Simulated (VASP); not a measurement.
Set up this calculation in VASP 6.6.1, as the native input.

| Property | Result |
| --- | --- |
| Task | single point |
| Functional | revPBE |
| Potentials or basis | VASP PAW PBE potentials, release 64 (H, Pb_d, N, O) |
| Cutoff | 520 eV |
| k mesh | 8 × 6 × 6 |
| Occupations | fermi-dirac, width 0.05 eV |
| Spin | no spin polarisation |
| Dipole correction | no |
| Further INCAR settings | ALGO = Normal; EDIFF = 1e-06; NBANDS = 31 |

The structure of HPbNO4 lies in POSCAR:

```
HPbNO4
1.0
    4.2753100000     -0.0004000000      0.0063600000
   -2.0839900000      5.2077500000     -0.0490700000
   -2.1237700000     -1.8657400000      4.9149100000
H Pb N O
1 1 1 4
Direct
    0.9907300000      0.0333000000      0.9099400000
    0.5027400000      0.8198900000      0.1428700000
    0.0083800000      0.4740800000      0.5026500000
    0.9981600000      0.9274100000      0.0287700000
    0.1946700000      0.7343500000      0.6085200000
    0.8167300000      0.3588200000      0.2455600000
    0.0138100000      0.3312100000      0.6521700000
```

One way to write it, as run:

INCAR

```
ALGO = Normal ; EDIFF = 1E-6
ENCUT = 520 ; GGA = RE
ISIF = 2 ; ISMEAR = -1
LASPH = True ; LCHARG = False
LREAL = False ; LWAVE = False
NBANDS = 31 ; NELM = 100
PREC = Accurate ; SIGMA = 0.05
```

KPOINTS

```
k-points
0
Gamma
  8 6 6
```

Potentials or basis: VASP PAW PBE potentials, release 64 (H, Pb_d, N, O).

Command:

```bash
$ cat potpaw_PBE.64/H/POTCAR potpaw_PBE.64/Pb_d/POTCAR potpaw_PBE.64/N/POTCAR potpaw_PBE.64/O/POTCAR > POTCAR
$ mpirun -np 1 vasp_std > vasp.out
```

Results of the run:

| Property | Result |
| --- | --- |
| Pressure | 2.5 GPa |
| Largest force | 0.604 eV/Å |
| Band gap on the k mesh | 2.83 eV (least direct gap 3.16 eV) |

Caveat: the PAW data sets were made with another functional, which shifts forces and pressure a little; spin-orbit coupling is left out, which moves the levels of the heavy elements.

Wall time 9.6 min on 1 thread of Intel Xeon 8259CL, with other jobs on the host, peak memory 0.56 GiB.
